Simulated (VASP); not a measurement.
# Ti (Fmmm) in VASP: further runs

Runs on Ti. Level: PBE. Tasks: single point.

Everything below comes from runs of VASP 6.6.1. Logs are shortened: lines on timing, memory, paths and dates and some standing lists are left out, and cuts for length are marked.

### Step 1. The cell of the first run

The structure is orthorhombic, space group Fmmm (No. 69). The conventional cell has a = 4.016 Å, b = 4.112 Å, c = 4.400 Å, α = 90.00°, β = 90.00°, γ = 90.00°. Within 3.8 Å of Ti (site symmetry mmm) lie 12 Ti at 2.87 to 3.01 Å.

### Step 2. Single point, PBE (normal strain along x -0.0233, normal strain along y +0.0700)

INCAR

```
SYSTEM = Ti
  ALGO = Fast
  EDIFF = 1E-6
  ENCUT = 520
  GGA = PE
  ISIF = 2
  ISMEAR = 0
  LASPH = .TRUE.
  LCHARG = .FALSE.
  LREAL = .FALSE.
  LWAVE = .FALSE.
  NBANDS = 12
  NELM = 80
  PREC = Accurate
  SIGMA = 0.15
```

KPOINTS

```
k-points
0
G
  18 18 18
  0 0 0
```

POSCAR

```
Ti
1.0
    0.0000000000      2.1997685429      2.0558584513
    2.0079569494      0.0000000000      2.0558584513
    2.0079569494      2.1997685429      0.0000000000
Ti
1
Direct
    0.0000000000      0.0000000000      0.0000000000
```

Potentials or basis: VASP PAW PBE potentials, release 64 (Ti_sv).

On the command line:

```
$ cat potpaw_PBE.64/Ti_sv/POTCAR > POTCAR
$ mpirun -np 1 vasp_std > vasp.out
```

OUTCAR:

```text
SYSTEM = Ti
   EDIFF = 1E-6
   ENCUT = 520
   GGA = PE
   ISIF = 2
   ISMEAR = 0
   LASPH = .TRUE.
   LREAL = .FALSE.
   NELM = 80
   PREC = Accurate

 ion  position               nearest neighbor table
   1  0.000  0.000  0.000-

  LATTYP: Found a face centered orthorhombic cell.
 ALAT       =     4.0159138988
 B/A-ratio  =     1.0238558411
 C/A-ratio  =     1.0955257500

  Lattice vectors:

 A1 = (   0.0000000000,   2.1997685429,  -2.0558584513)
 A2 = (   2.0079569494,   2.1997685429,   0.0000000000)
 A3 = (   2.0079569494,   0.0000000000,  -2.0558584513)

Analysis of symmetry for initial positions (statically):
=====================================================================
 Subroutine PRICEL returns:
 Original cell was already a primitive cell.

 Routine SETGRP: Setting up the symmetry group for a
 face centered orthorhombic supercell.

 Subroutine GETGRP returns: Found  8 space group operations
 (whereof  8 operations were pure point group operations)
 out of a pool of  8 trial point group operations.

The static configuration has the point symmetry D_2h.

Analysis of symmetry for dynamics (positions and initial velocities):
=====================================================================
 Subroutine PRICEL returns:
 Original cell was already a primitive cell.

 Routine SETGRP: Setting up the symmetry group for a
 face centered orthorhombic supercell.

 Subroutine GETGRP returns: Found  8 space group operations
 (whereof  8 operations were pure point group operations)
 out of a pool of  8 trial point group operations.

The dynamic configuration has the point symmetry D_2h.

 Subroutine INISYM returns: Found  8 space group operations
 (whereof  8 operations are pure point group operations),
 and found     1 'primitive' translations

----------------------------------------------------------------------------------------

                                     Primitive cell

  volume of cell :      18.1616

  direct lattice vectors                    reciprocal lattice vectors
     0.000000000  2.199768543  2.055858451    -0.249009323  0.227296641  0.243207405
     2.007956949  0.000000000  2.055858451     0.249009323 -0.227296641  0.243207405
     2.007956949  2.199768543  0.000000000     0.249009323  0.227296641 -0.243207405

  length of vectors
     3.010902791  2.873751047  2.978401040     0.415715345  0.415715345  0.415715345

  position of ions in fractional coordinates (direct lattice)
     0.000000000  0.000000000  0.000000000

  ion indices of the primitive-cell ions
   primitive index   ion index
                 1           1

----------------------------------------------------------------------------------------

 KPOINTS: k-points

Automatic generation of k-mesh.
 Grid dimensions read from file:
 generate k-points for:   18   18   18

 Generating k-lattice:

  Cartesian coordinates                     Fractional coordinates (reciprocal lattice)
    -0.013833851  0.012627591  0.013511523     0.055555556  0.000000000  0.000000000
     0.013833851 -0.012627591  0.013511523     0.000000000  0.055555556 -0.000000000
     0.013833851  0.012627591 -0.013511523     0.000000000 -0.000000000  0.055555556

  Length of vectors
     0.023095297  0.023095297  0.023095297

  Shift w.r.t. Gamma in fractional coordinates (k-lattice)
     0.000000000  0.000000000  0.000000000

 Subroutine IBZKPT returns following result:
 ===========================================

 Found    865 irreducible k-points:

 Following reciprocal coordinates:
            Coordinates               Weight
  0.000000  0.000000  0.000000      1.000000
  0.055556 -0.000000  0.000000      8.000000
  0.111111 -0.000000  0.000000      8.000000
  0.166667 -0.000000  0.000000      8.000000
  0.222222 -0.000000  0.000000      8.000000
  0.277778  0.000000  0.000000      8.000000
[... 16 lines left out ...]
 -0.277778  0.055556 -0.000000      8.000000
 -0.222222  0.055556  0.000000      8.000000
 [... further k-points ...]
   k-points           NKPTS =    865   k-points in BZ     NKDIM =    865   number of bands    NBANDS=     12
   number of dos      NEDOS =    301   number of ions     NIONS =      1
   total plane-waves  NPLWV =  13824
   dimension x,y,z NGX =    24 NGY =   24 NGZ =   24
   dimension x,y,z NGXF=    48 NGYF=   48 NGZF=   48
   ions per type =               1
   NGX,Y,Z   is equivalent  to a cutoff of  13.25, 13.88, 13.40 a.u.
   NGXF,Y,Z  is equivalent  to a cutoff of  26.50, 27.77, 26.79 a.u.
 SYSTEM =  Ti
   PREC   = accura    normal or accurate (medium, high low for compatibility)
   ISTART =      0    job   : 0-new  1-cont  2-samecut
   ICHARG =      2    charge: 1-file 2-atom 10-const
   ISPIN  =      1    spin polarized calculation?
   LNONCOLLINEAR =      F non collinear calculations
   LSORBIT =      F    spin-orbit coupling
   LASPH  =      T    aspherical Exc in radial PAW
   ENCUT  =  520.0 eV  38.22 Ry    6.18 a.u.   5.60  5.34  5.54*2*pi/ulx,y,z
   NELM   =     80;   NELMIN=  2; NELMDL= -5     # of ELM steps
   EDIFF  = 0.1E-05   stopping-criterion for ELM
   LREAL  =      F    real-space projection
   EDIFFG = 0.1E-04   stopping-criterion for IOM
   NSW    =      0    number of steps for IOM
   IBRION =     -1    ionic relax: 0-MD 1-quasi-New 2-CG
   NFREE  =      0    steps in history (QN), initial steepest desc. (CG)
   ISIF   =      2    stress and relaxation
   ISYM   =      2    0-nonsym 1-usesym 2-fastsym
   POTIM  = 0.5000    time-step for ionic-motion
   TEBEG  =    0.0;   TEEND  =   0.0 temperature during run
   PSTRESS=    0.0 pullay stress
   NELECT =      12.0000    total number of electrons
   NUPDOWN=      -1.0000    fix difference up-down
   EMIN   =  10.00;   EMAX   =-10.00  energy-range for DOS
   EFERMI =   0.00;   METHOD = LEGACY
   ISMEAR =     0;   SIGMA  =   0.15  broadening in eV -4-tet -1-fermi 0-gaus
   EFERMI_NEDOS =   21; number of points for ismear=-14 and -15
   IALGO  =     68    algorithm
   IMIX   =      4    mixing-type and parameters
     AMIX     =   0.40;   BMIX     =  1.00
     AMIX_MAG =   1.60;   BMIX_MAG =  1.00
  volume/ion in A,a.u.               =      18.16       122.56
  Fermi-wavevector in a.u.,A,eV,Ry     =   1.425882  2.694527 27.662558  2.033141
  Thomas-Fermi vector in A             =   2.546219
   LORBIT       =      0    0 simple, 1 ext, 2 COOP (PROOUT), +10 PAW based schemes
   GGA     = PE    functional components
   LHFCALC =     F    Hartree Fock is set to
   AEXX    =    0.0000 exact exchange contribution
   IVDW    =     0    specifies the selected vdW correction
   LEPSILON=     F    determine dielectric tensor
   LRPA    =     F    only Hartree local field effects (RPA)
 non-spin polarized calculation
 RMM-DIIS sequential band-by-band and
 Gauss-broadening in eV      SIGMA  =   0.15
  energy-cutoff  :      520.00
  volume of cell :       18.16
 maximum number of plane-waves:       505
   NGX = 11   NGY = 11   NGZ = 11

 number of electron      11.9999997 magnetization

 Free energy of the ion-electron system (eV)
  ---------------------------------------------------
  ext. energy  EPLUGINS =         0.00000000
  ---------------------------------------------------
  free energy    TOTEN  =        -7.76763682 eV

  energy without entropy =       -7.74481307  energy(sigma->0) =       -7.75622495

 E-fermi :   7.7336     XC(G=0): -11.2900

 val. band max:        7.7323836046   @ k =  -0.3333   0.0556   0.2222
 cond. band min:       7.7343977620   @ k =  -0.4444   0.0556   0.2778
 fundamental gap:      0.0020141574
 Fermi energy:         7.7335584841

 k-point     1 :       0.0000    0.0000    0.0000
  band No.  band energies     occupation
      1     -49.0376      2.00000
      2     -24.9529      2.00000
      3     -24.9381      2.00000
      4     -24.9362      2.00000
      5       1.7712      2.00000
      6       8.2093      0.00001
      7       8.7544      0.00000
      8       8.9060      0.00000
      9       9.7317      0.00000
     10      10.4589      0.00000
     11      22.8566      0.00000
     12      25.9097      0.00000

 k-point     2 :       0.0556   -0.0000    0.0000
  band No.  band energies     occupation
      1     -49.0346      2.00000
      2     -24.9632      2.00000
      3     -24.9482      2.00000
      4     -24.9384      2.00000
      5       1.8675      2.00000
      6       8.2211      0.00000
      7       8.7462      0.00000
      8       8.9101      0.00000
      9       9.7205      0.00000
     10      10.4287      0.00000
     11      22.9192      0.00000
     12      25.6808      0.00000

 k-point     3 :       0.1111   -0.0000    0.0000
  band No.  band energies     occupation
      1     -49.0257      2.00000
      2     -25.0121      2.00000
      3     -24.9605      2.00000
      4     -24.9422      2.00000
      5       2.1504      2.00000
      6       8.2178      0.00000
      7       8.6934      0.00000
      8       8.9735      0.00000
      9       9.7104      0.00000
     10      10.3516      0.00000
     11      22.9824      0.00000
     12      24.6746      0.00000
[... 286 lines left out ...]
 k-point    23 :      -0.2778    0.0556   -0.0000
  band No.  band energies     occupation
      1     -48.9705      2.00000
      2     -25.3146      2.00000
      3     -25.0225      2.00000
      4     -24.9747      2.00000
      5       4.1154      2.00000
      6       7.7134      1.15075
      7       8.4550      0.00000
      8       9.0965      0.00000
      9      10.1844      0.00000
     10      10.6580      0.00000
     11      19.0403      0.00000
     12      22.9547      0.00000

 k-point    24 :      -0.2222    0.0556    0.0000
  band No.  band energies     occupation
      1     -48.9880      2.00000
      2     -25.2170      2.00000
      3     -25.0046      2.00000
      4     -24.9663      2.00000
      5       3.4611      2.00000
      6       7.8279      0.37371
      7       8.5903      0.00000
      8       9.1451      0.00000
      9       9.9047      0.00000
     10      10.4417      0.00000
     11      20.5584      0.00000
     12      23.3496      0.00000

 [... further k-points ...]

------------------------ aborting loop because EDIFF is reached ----------------------------------------

  FORCE on cell =-STRESS in cart. coord.  units (eV):
  Direction    XX          YY          ZZ          XY          YZ          ZX
  --------------------------------------------------------------------------------------
  -------------------------------------------------------------------------------------
  Total       -0.3883572     -0.7143035     -0.4668680      0.0000000      0.0000000      0.0000000
  in kB      -34.2600025    -63.0142500    -41.1860502      0.0000000      0.0000000      0.0000000
  external PRESSURE =     -46.1534342 kB  Pullay stress =       0.0000000 kB

 VOLUME and BASIS-vectors are now :
 -----------------------------------------------------------------------------
  energy-cutoff  :      520.00
  volume of cell :       18.16
      direct lattice vectors                 reciprocal lattice vectors
     0.000000000  2.199768543  2.055858451    -0.249009323  0.227296641  0.243207405
     2.007956949  0.000000000  2.055858451     0.249009323 -0.227296641  0.243207405
     2.007956949  2.199768543  0.000000000     0.249009323  0.227296641 -0.243207405

 POSITION                                       TOTAL-FORCE (eV/Angst)
 -----------------------------------------------------------------------------------
      0.00000      0.00000      0.00000         0.000000     -0.000000      0.000000
 -----------------------------------------------------------------------------------
    total drift:                                0.000000      0.000000     -0.000000

  FREE ENERGIE OF THE ION-ELECTRON SYSTEM (eV)
  ---------------------------------------------------
  free  energy   TOTEN  =        -7.7676368196 eV

  energy  without entropy=       -7.7448130725  energy(sigma->0) =       -7.75622495
```

It took 3.1 min on 1 thread of Intel Xeon 6975P-C, shared host; peak memory 0.29 GiB.

What came out:

```yaml
Free_energy: -7.7676 eV
Pressure: -4.6 GPa
Band_gap_on_the_k_mesh: zero (band 6 reaches 8.47 eV, above the bottom of band 7 at 7.26 eV)
```

Caveat: the cell differs from its parent crystal (normal strain along x -0.0233, normal strain along y +0.0700).

### Step 3. Single point, PBE (normal strain along x +0.0233, normal strain along y +0.0700)

INCAR

```
SYSTEM = Ti
ALGO = Fast ; EDIFF = 1E-6
ENCUT = 520 ; GGA = PE
ISIF = 2 ; ISMEAR = 0
LASPH = .True. ; LCHARG = .False.
LREAL = .False. ; LWAVE = .False.
NBANDS = 12 ; NELM = 60
PREC = Accurate ; SIGMA = 0.15
```

KPOINTS

```
k-points
0
Gamma
  18 18 18
  0 0 0
```

POSCAR

```
Ti
1.0
    0.0000000000      2.1997685429      2.0558584513
    2.1037599532      0.0000000000      2.0558584513
    2.1037599532      2.1997685429      0.0000000000
Ti
1
Direct
    0.0000000000      0.0000000000      0.0000000000
```

Potentials or basis: VASP PAW PBE potentials, release 64 (Ti_sv).

On the command line:

```
$ cat potpaw_PBE.64/Ti_sv/POTCAR > POTCAR
$ mpirun -np 1 vasp_std > vasp.out
```

OUTCAR:

```text
SYSTEM = Ti
   EDIFF = 1E-6
   ENCUT = 520
   GGA = PE
   ISIF = 2
   ISMEAR = 0
   LASPH = .True.
   LREAL = .False.
   NELM = 60
   PREC = Accurate

 ion  position               nearest neighbor table
   1  0.000  0.000  0.000-

  LATTYP: Found a face centered orthorhombic cell.
 ALAT       =     4.1117169026
 B/A-ratio  =     1.0233000000
 C/A-ratio  =     1.0700000000

  Lattice vectors:

 A1 = (   2.1037599532,   2.1997685429,   0.0000000000)
 A2 = (   0.0000000000,   2.1997685429,   2.0558584513)
 A3 = (   2.1037599532,   0.0000000000,   2.0558584513)

Analysis of symmetry for initial positions (statically):
=====================================================================
 Subroutine PRICEL returns:
 Original cell was already a primitive cell.

 Routine SETGRP: Setting up the symmetry group for a
 face centered orthorhombic supercell.

 Subroutine GETGRP returns: Found  8 space group operations
 (whereof  8 operations were pure point group operations)
 out of a pool of  8 trial point group operations.

The static configuration has the point symmetry D_2h.
[... 159 lines left out ...]

 E-fermi :   7.2747     XC(G=0): -11.0764

 val. band max:        7.2737174139   @ k =  -0.4444   0.0000   0.1111
 cond. band min:       7.2754634485   @ k =   0.2222   0.0556   0.1667
 fundamental gap:      0.0017460346
 Fermi energy:         7.2747300428

 k-point     1 :       0.0000    0.0000    0.0000
  band No.  band energies     occupation
      1     -49.5906      2.00000
      2     -25.5455      2.00000
      3     -25.5367      2.00000
      4     -25.5341      2.00000
      5       1.4215      2.00000
      6       7.8367      0.00000
      7       8.1718      0.00000
      8       8.3181      0.00000
      9       9.2726      0.00000
     10       9.7583      0.00000
     11      22.0803      0.00000
     12      25.3545      0.00000
[... 331 lines left out ...]
 k-point    24 :      -0.2222    0.0556   -0.0000
  band No.  band energies     occupation
      1     -49.5503      2.00000
      2     -25.7703      2.00000
      3     -25.5842      2.00000
      4     -25.5675      2.00000
      5       3.0377      2.00000
      6       7.3759      0.34018
      7       8.1904      0.00000
      8       8.5127      0.00000
      9       9.2989      0.00000
     10       9.8346      0.00000
     11      19.6251      0.00000
     12      22.6188      0.00000

 [... further k-points ...]
[... 5 lines left out ...]
  --------------------------------------------------------------------------------------
  -------------------------------------------------------------------------------------
  Total       -0.9675013     -1.1425412     -0.8840424      0.0000000      0.0000000      0.0000000
  in kB      -81.4640102    -96.2024412    -74.4367317      0.0000000      0.0000000      0.0000000
  external PRESSURE =     -84.0343944 kB  Pullay stress =       0.0000000 kB

 VOLUME and BASIS-vectors are now :
 -----------------------------------------------------------------------------
  energy-cutoff  :      520.00
  volume of cell :       19.03
      direct lattice vectors                 reciprocal lattice vectors
     0.000000000  2.199768543  2.055858451    -0.237669701  0.227296641  0.243207405
     2.103759953  0.000000000  2.055858451     0.237669701 -0.227296641  0.243207405
     2.103759953  2.199768543  0.000000000     0.237669701  0.227296641 -0.243207405

 POSITION                                       TOTAL-FORCE (eV/Angst)
 -----------------------------------------------------------------------------------
      0.00000      0.00000      0.00000         0.000000     -0.000000      0.000000
 -----------------------------------------------------------------------------------
    total drift:                                0.000000      0.000000      0.000000

  FREE ENERGIE OF THE ION-ELECTRON SYSTEM (eV)
  ---------------------------------------------------
  free  energy   TOTEN  =        -7.7364463871 eV

  energy  without entropy=       -7.7133700141  energy(sigma->0) =       -7.72490820
```

OSZICAR:

```text
N       E                     dE             d eps       ncg     rms          rms(c)
DAV:   1     0.868766832513E+02    0.86877E+02   -0.65293E+03 20828   0.118E+03
DAV:   2    -0.441787560405E+01   -0.91295E+02   -0.89008E+02 21120   0.294E+02
DAV:   3    -0.879920815789E+01   -0.43813E+01   -0.43314E+01 29200   0.656E+01
[... 11 lines left out ...]
RMM:  15    -0.773643336387E+01   -0.15906E-04   -0.13521E-04 30902   0.646E-02    0.136E-02
RMM:  16    -0.773644070337E+01   -0.73395E-05   -0.69529E-05 28477   0.530E-02    0.600E-03
RMM:  17    -0.773644356226E+01   -0.28589E-05   -0.29532E-05 27034   0.342E-02    0.535E-03
RMM:  18    -0.773644548292E+01   -0.19207E-05   -0.19135E-05 22924   0.210E-02    0.280E-03
RMM:  19    -0.773644638713E+01   -0.90421E-06   -0.82554E-06 21586   0.143E-02
   1 F= -.77364464E+01 E0= -.77249082E+01  d E =-.230764E-01
```

stdout:

```text
POSCAR found type information on POSCAR Ti
 POSCAR found :  1 types and       1 ions
 scaLAPACK will be used
 LDA part: xc-table for (Slater+PW92), standard interpolation
 POSCAR, INCAR and KPOINTS ok, starting setup
 FFT: planning ... GRIDC
 FFT: planning ... GRID_SOFT
 FFT: planning ... GRID
 WAVECAR not read
 entering main loop
WARNING in EDDRMM: call to ZHEGV failed, returncode =   6  3     10
WARNING in EDDRMM: call to ZHEGV failed, returncode =   6  3      5
WARNING in EDDRMM: call to ZHEGV failed, returncode =   8  4      5
WARNING in EDDRMM: call to ZHEGV failed, returncode =   6  3     12
WARNING in EDDRMM: call to ZHEGV failed, returncode =   6  3      6
WARNING in EDDRMM: call to ZHEGV failed, returncode =   8  4      9
WARNING in EDDRMM: call to ZHEGV failed, returncode =   6  3      8
WARNING in EDDRMM: call to ZHEGV failed, returncode =   6  3      8
WARNING in EDDRMM: call to ZHEGV failed, returncode =   6  3      5
WARNING in EDDRMM: call to ZHEGV failed, returncode =   6  3      5
WARNING in EDDRMM: call to ZHEGV failed, returncode =   8  4      6
```

Wall time 2.6 min (1 thread of Intel Xeon 6975P-C, shared host); peak memory 0.3 GiB.

What came out:

| Property | Result |
| --- | --- |
| Free energy | -7.7364 eV |
| Pressure | -8.4 GPa |
| Band gap on the k mesh | zero (band 6 reaches 7.95 eV, above the bottom of band 7 at 6.83 eV) |

Stress tensor (GPa, compression positive):
```
-8.15  0.00  0.00
 0.00 -9.62  0.00
 0.00  0.00 -7.44
```

Caveat: the cell differs from its parent crystal (normal strain along x +0.0233, normal strain along y +0.0700).
